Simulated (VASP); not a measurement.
# CuO (F-43m) in VASP: single point with PBEsol+U

Aim: the single point of CuO with PBEsol+U.

All numbers are computed with VASP 6.6.1; they aren't measurements. Logs are shortened: lines on timing, memory, paths and dates and some standing lists are left out, and cuts for length are marked.

## Step 1: The cell of the first run

Symmetry: F-43m, No. 216, cubic system. The conventional cell has a = 4.655 Å, b = 4.655 Å, c = 4.655 Å, α = 90.00°, β = 90.00°, γ = 90.00°. Cu (site symmetry -43m) has 4 O at 2.02 Å within 2.7 Å. O (site symmetry -43m) has 4 Cu at 2.02 Å within 2.7 Å.

## Step 2: Single point, PBEsol+U, collinear spin, ferromagnetic start

INCAR reads:

```
SYSTEM = CuO
PREC = Accurate ; ENCUT = 820
EDIFF = 1E-6 ; ISMEAR = 0
SIGMA = 0.05 ; LREAL = .FALSE.
LASPH = .TRUE. ; NELM = 200
ALGO = Normal ; ISIF = 2
LWAVE = .FALSE. ; LCHARG = .FALSE.
ISPIN = 2 ; MAGMOM = 0.55 0.52
LORBIT = 11 ; NUPDOWN = 1.0
LMAXMIX = 4 ; LDAU = .TRUE.
LDAUTYPE = 2 ; LDAUL = 2 -1
LDAUU = 4 0 ; LDAUJ = 0 0
LDAUPRINT = 1 ; GGA = PS
NBANDS = 24 ; GGA_COMPAT = .FALSE.
```

KPOINTS reads:

```
Automatic mesh
0
G
  7 7 7
  0 0 0
```

POSCAR reads:

```
CuO
1.0
    0.0000000000      2.3272527300      2.3272527300
    2.3272527300      0.0000000000      2.3272527300
    2.3272527300      2.3272527300      0.0000000000
Cu O
1 1
Direct
    0.0000000000      0.0000000000      0.0000000000
    0.2500000000      0.2500000000      0.2500000000
```

Potentials or basis: VASP PAW PBE potentials, release 64 (Cu_sv_GW, O).

The run is started by

```console
> cat potpaw_PBE.64/Cu_sv_GW/POTCAR potpaw_PBE.64/O/POTCAR > POTCAR
> mpirun -np 1 vasp_std > vasp.out
```

OUTCAR:

```text
SYSTEM = CuO
   PREC = Accurate
   ENCUT = 820
   EDIFF = 1E-6
   ISMEAR = 0
   LREAL = .FALSE.
   LASPH = .TRUE.
   NELM = 200
   ISIF = 2
   ISPIN = 2
   LORBIT = 11
   NUPDOWN = 1.0
   GGA = PS

 ion  position               nearest neighbor table
   1  0.000  0.000  0.000-   2 2.02   2 2.02   2 2.02   2 2.02
   2  0.250  0.250  0.250-   1 2.02   1 2.02   1 2.02   1 2.02

  LATTYP: Found a face centered cubic cell.
 ALAT       =     4.6545054600

  Lattice vectors:

 A1 = (   0.0000000000,   2.3272527300,   2.3272527300)
 A2 = (   2.3272527300,   0.0000000000,   2.3272527300)
 A3 = (   2.3272527300,   2.3272527300,   0.0000000000)

Analysis of symmetry for initial positions (statically):
=====================================================================
 Subroutine PRICEL returns:
 Original cell was already a primitive cell.

 Routine SETGRP: Setting up the symmetry group for a
 face centered cubic supercell.

 Subroutine GETGRP returns: Found 24 space group operations
 (whereof 24 operations were pure point group operations)
 out of a pool of 48 trial point group operations.

The static configuration has the point symmetry T_d .

Analysis of symmetry for dynamics (positions and initial velocities):
=====================================================================
 Subroutine PRICEL returns:
 Original cell was already a primitive cell.

 Routine SETGRP: Setting up the symmetry group for a
 face centered cubic supercell.

 Subroutine GETGRP returns: Found 24 space group operations
 (whereof 24 operations were pure point group operations)
 out of a pool of 48 trial point group operations.

The dynamic configuration has the point symmetry T_d .

Analysis of structural, dynamic, and magnetic symmetry:
=====================================================================
 Subroutine PRICEL returns:
 Original cell was already a primitive cell.

 Routine SETGRP: Setting up the symmetry group for a
 face centered cubic supercell.

 Subroutine GETGRP returns: Found 24 space group operations
 (whereof 24 operations were pure point group operations)
 out of a pool of 48 trial point group operations.

The overall configuration has the point symmetry T_d .

 Subroutine INISYM returns: Found 24 space group operations
 (whereof 24 operations are pure point group operations),
 and found     1 'primitive' translations

----------------------------------------------------------------------------------------

                                     Primitive cell

  volume of cell :      25.2093

  direct lattice vectors                    reciprocal lattice vectors
     0.000000000  2.327252730  2.327252730    -0.214845596  0.214845596  0.214845596
     2.327252730  0.000000000  2.327252730     0.214845596 -0.214845596  0.214845596
     2.327252730  2.327252730  0.000000000     0.214845596  0.214845596 -0.214845596

  length of vectors
     3.291232374  3.291232374  3.291232374     0.372123488  0.372123488  0.372123488

  position of ions in fractional coordinates (direct lattice)
     0.000000000  0.000000000  0.000000000
     0.250000000  0.250000000  0.250000000

  ion indices of the primitive-cell ions
   primitive index   ion index
                 1           1
                 2           2

----------------------------------------------------------------------------------------

 KPOINTS: Automatic mesh

Automatic generation of k-mesh.
 Grid dimensions read from file:
 generate k-points for:    7    7    7

[... 67 lines left out ...]
   TEBEG  =    0.0;   TEEND  =   0.0 temperature during run
   PSTRESS=    0.0 pullay stress
   NELECT =      25.0000    total number of electrons
   NUPDOWN=       1.0000    fix difference up-down
   EMIN   =  10.00;   EMAX   =-10.00  energy-range for DOS
   EFERMI =   0.00;   METHOD = LEGACY
   ISMEAR =     0;   SIGMA  =   0.05  broadening in eV -4-tet -1-fermi 0-gaus
   EFERMI_NEDOS =   21; number of points for ismear=-14 and -15
   IALGO  =     38    algorithm
   IMIX   =      4    mixing-type and parameters
     AMIX     =   0.40;   BMIX     =  1.00
     AMIX_MAG =   1.60;   BMIX_MAG =  1.00
  volume/ion in A,a.u.               =      12.60        85.06
  Fermi-wavevector in a.u.,A,eV,Ry     =   1.632555  3.085083 36.262757  2.665237
  Thomas-Fermi vector in A             =   2.724507
   LORBIT       =     11    0 simple, 1 ext, 2 COOP (PROOUT), +10 PAW based schemes
 LDA+U is selected, type is set to LDAUTYPE =  2
   angular momentum for each species LDAUL =     2   -1
   U (eV)           for each species LDAUU =   4.0  0.0
   J (eV)           for each species LDAUJ =   0.0  0.0
   GGA     = PS    functional components
   LHFCALC =     F    Hartree Fock is set to
   AEXX    =    0.0000 exact exchange contribution
   IVDW    =     0    specifies the selected vdW correction
   LEPSILON=     F    determine dielectric tensor
   LRPA    =     F    only Hartree local field effects (RPA)
 spin polarized calculation
 Gauss-broadening in eV      SIGMA  =   0.05
  energy-cutoff  :      820.00
  volume of cell :       25.21
 maximum number of plane-waves:      1363
   NGX = 15   NGY = 15   NGZ = 15

atom =   1  type =  1  l = 2

 onsite density matrix

spin component  1

  0.9553  0.0000 -0.0000  0.0000 -0.0000
  0.0000  0.9553 -0.0000 -0.0000  0.0000
 -0.0000 -0.0000  0.9495 -0.0000 -0.0000
  0.0000 -0.0000 -0.0000  0.9553  0.0000
 -0.0000  0.0000 -0.0000  0.0000  0.9495

spin component  2

  0.7800 -0.0000 -0.0000 -0.0000 -0.0000
 -0.0000  0.7800 -0.0000  0.0000 -0.0000
 -0.0000 -0.0000  0.9227  0.0000  0.0000
 -0.0000  0.0000  0.0000  0.7800 -0.0000
 -0.0000 -0.0000  0.0000 -0.0000  0.9227

 occupancies and eigenvectors

  o =  0.7800  v =  0.0000  0.0000  0.0000  0.0000  0.0000  0.0000 -0.8291 -0.0000 -0.5591 -0.0000      0.0000  0.0000  0.0000  0.0000  0.0000  0.0000  0.0000  0.0000  0.0000  0.0000
  o =  0.7800  v =  0.0000  0.0000  0.0000  0.0000  0.0000  1.0000  0.0000  0.0000  0.0000  0.0000      0.0000  0.0000  0.0000  0.0000  0.0000  0.0000  0.0000  0.0000  0.0000  0.0000
  o =  0.7800  v =  0.0000  0.0000  0.0000  0.0000  0.0000  0.0000  0.5591  0.0000 -0.8291 -0.0000      0.0000  0.0000  0.0000  0.0000  0.0000  0.0000  0.0000  0.0000  0.0000  0.0000
  o =  0.9227  v =  0.0000  0.0000  0.0000  0.0000  0.0000  0.0000  0.0000 -0.9928 -0.0000  0.1202      0.0000  0.0000  0.0000  0.0000  0.0000  0.0000  0.0000  0.0000  0.0000  0.0000
  o =  0.9227  v =  0.0000  0.0000  0.0000  0.0000  0.0000  0.0000  0.0000 -0.1202  0.0000 -0.9928      0.0000  0.0000  0.0000  0.0000  0.0000  0.0000  0.0000  0.0000  0.0000  0.0000
  o =  0.9495  v =  0.0000  0.0000  0.6930 -0.0000 -0.7209  0.0000  0.0000  0.0000  0.0000  0.0000      0.0000  0.0000  0.0000  0.0000  0.0000  0.0000  0.0000  0.0000  0.0000  0.0000
  o =  0.9495  v =  0.0000 -0.0000  0.7209 -0.0000  0.6930  0.0000  0.0000  0.0000  0.0000  0.0000      0.0000  0.0000  0.0000  0.0000  0.0000  0.0000  0.0000  0.0000  0.0000  0.0000
  o =  0.9553  v =  1.0000  0.0000  0.0000  0.0000  0.0000  0.0000  0.0000  0.0000  0.0000  0.0000      0.0000  0.0000  0.0000  0.0000  0.0000  0.0000  0.0000  0.0000  0.0000  0.0000
  o =  0.9553  v =  0.0000 -0.3444  0.0000  0.9388 -0.0000  0.0000  0.0000  0.0000  0.0000  0.0000      0.0000  0.0000  0.0000  0.0000  0.0000  0.0000  0.0000  0.0000  0.0000  0.0000
  o =  0.9553  v =  0.0000 -0.9388 -0.0000 -0.3444 -0.0000  0.0000  0.0000  0.0000  0.0000  0.0000      0.0000  0.0000  0.0000  0.0000  0.0000  0.0000  0.0000  0.0000  0.0000  0.0000

 number of electron      25.0000008 magnetization       1.0000038

 Free energy of the ion-electron system (eV)
  ---------------------------------------------------
  ext. energy  EPLUGINS =         0.00000000
  ---------------------------------------------------
  free energy    TOTEN  =        -8.46857395 eV

  energy without entropy =       -8.46562079  energy(sigma->0) =       -8.46709737

 E-fermi :   2.6552     XC(G=0): -11.1001

 val. band max:        2.6956380085   @ k =   0.0000   0.0000   0.0000
 cond. band min:       2.6673590039   @ k =  -0.4286   0.2857   0.1429
 fundamental gap:     -0.0282790046
 Fermi energy:         3.0877000011

 spin component 1

 k-point     1 :       0.0000    0.0000    0.0000
  band No.  band energies     occupation
      1    -108.2738      1.00000
      2     -65.8163      1.00000
      3     -65.8163      1.00000
      4     -65.8163      1.00000
      5     -15.6257      1.00000
      6      -2.3857      1.00000
[... 529 lines left out ...]
     23      31.3346      0.00000
     24      33.1577      0.00000
 Fermi energy:         2.6551996467

 spin component 2

 k-point     1 :       0.0000    0.0000    0.0000
  band No.  band energies     occupation
      1    -107.5423      1.00000
      2     -65.1059      1.00000
      3     -65.1059      1.00000
      4     -65.1059      1.00000
      5     -14.9815      1.00000
      6      -1.3912      1.00000
[... 529 lines left out ...]
     23      31.4120      0.00000
     24      33.2892      0.00000

------------------------ aborting loop because EDIFF is reached ----------------------------------------

  FORCE on cell =-STRESS in cart. coord.  units (eV):
  Direction    XX          YY          ZZ          XY          YZ          ZX
  --------------------------------------------------------------------------------------
  -------------------------------------------------------------------------------------
  Total       -2.3185587     -2.3185587     -2.3185587     -0.0000000     -0.0000000      0.0000000
  in kB     -147.3560746   -147.3560746   -147.3560746     -0.0000000     -0.0000000      0.0000000
  external PRESSURE =    -147.3560746 kB  Pullay stress =       0.0000000 kB

 VOLUME and BASIS-vectors are now :
 -----------------------------------------------------------------------------
  energy-cutoff  :      820.00
  volume of cell :       25.21
      direct lattice vectors                 reciprocal lattice vectors
     0.000000000  2.327252730  2.327252730    -0.214845596  0.214845596  0.214845596
     2.327252730  0.000000000  2.327252730     0.214845596 -0.214845596  0.214845596
     2.327252730  2.327252730  0.000000000     0.214845596  0.214845596 -0.214845596

 POSITION                                       TOTAL-FORCE (eV/Angst)
 -----------------------------------------------------------------------------------
      0.00000      0.00000      0.00000        -0.000000      0.000000     -0.000000
      1.16363      1.16363      1.16363         0.000000     -0.000000      0.000000
 -----------------------------------------------------------------------------------
    total drift:                                0.000000      0.000000      0.000000

  FREE ENERGIE OF THE ION-ELECTRON SYSTEM (eV)
  ---------------------------------------------------
  free  energy   TOTEN  =        -8.4685739483 eV

  energy  without entropy=       -8.4656207912  energy(sigma->0) =       -8.46709737

 total charge

# of ion       s       p       d       f       tot
--------------------------------------------------
    1        2.205   6.315   8.924   0.008  17.451
    2        1.553   3.323   0.000   0.000   4.876
--------------------------------------------------
tot          3.758   9.637   8.924   0.008  22.327

 magnetization (x)

# of ion       s       p       d       f       tot
--------------------------------------------------
    1       -0.006   0.014   0.579   0.001   0.588
    2        0.008   0.382   0.000   0.000   0.390
--------------------------------------------------
tot          0.002   0.396   0.579   0.001   0.978
```

It took 84 s on 1 thread of Intel Xeon Platinum 8488C (Sapphire Rapids), shared host; peak memory 0.23 GiB.

What came out:

| Property | Result |
| --- | --- |
| Free energy | -8.4686 eV |
| Pressure | -14.7 GPa |
| Net moment | 1.00 μB per cell |
| Site moments | Cu +0.59; O +0.39 μB |
| Valence electrons inside the program's atomic spheres | Cu 17.45; O 4.88 |

Eigenvalues of the final occupation matrices:
```tsv
site	spin	trace	eigenvalues
site 1 d	1	4.76	0.95 0.95 0.96 0.96 0.96
site 1 d	2	4.19	0.78 0.78 0.78 0.92 0.92
```

Caveat: the cell stands under tension; the PAW data sets were made with another functional, which shifts forces and pressure a little; the total moment is fixed, so each spin has its own Fermi level and the state may be an excited one; a cell with one magnetic atom can't hold antiferromagnetic order, which such compounds often take. The state reached can hang on the start; a lower one may exist.
